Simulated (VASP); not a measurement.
Wanted: the native input for a VASP 6.6.1 run.

| Item | Value |
| --- | --- |
| Task | single point |
| Functional | PBE |
| Potentials or basis | VASP PAW PBE potentials, release 64 (In_d) |
| Cutoff | 520 eV |
| k mesh | 11 × 11 × 11 |
| Occupations | gaussian, width 0.05 eV |
| Spin | no spin polarisation |
| Dipole correction | no |
| Further INCAR settings | ALGO = Normal; EDIFF = 1e-06; NBANDS = 12 |

The structure of In lies in POSCAR:

```
In
1.0
   -1.6254700000      1.6254700000      2.4737000000
    1.6254700000     -1.6254700000      2.4737000000
    1.6254700000      1.6254700000     -2.4737000000
In
1
Direct
    0.0000000000      0.0000000000      0.0000000000
```

One way to write it, as run:

INCAR

```
SYSTEM = In
PREC     = Accurate       ! precision mode
ENCUT    = 520            ! plane-wave cutoff, eV
EDIFF    = 1E-6           ! SCF threshold, eV
ISMEAR   = 0              ! smearing method
SIGMA    = 0.05           ! smearing width, eV
LREAL    = .FALSE.        ! projectors in reciprocal space
LASPH    = .TRUE.         ! aspherical terms in the spheres
NELM     = 60             ! most SCF steps
ALGO     = Normal         ! electronic algorithm
ISIF     = 2              ! what is computed and relaxed
LWAVE    = .FALSE.        ! write WAVECAR
LCHARG   = .TRUE.         ! write CHGCAR
GGA      = PE             ! functional
LELF     = .TRUE.         ! ELF
LVHAR    = .TRUE.       
NBANDS   = 12             ! bands
```

KPOINTS

```
Automatic mesh
0
G
  11 11 11
  0 0 0
```

Potentials or basis: VASP PAW PBE potentials, release 64 (In_d).

Run with:

```bash
$ cat potpaw_PBE.64/In_d/POTCAR > POTCAR
$ mpirun -np 1 vasp_std > vasp.out
```

Results of the run:

```yaml
Pressure: 2.0 GPa
```

Run time: 60 s on 1 thread of Intel Xeon 6975P-C, on a shared host, peak memory 0.18 GiB.
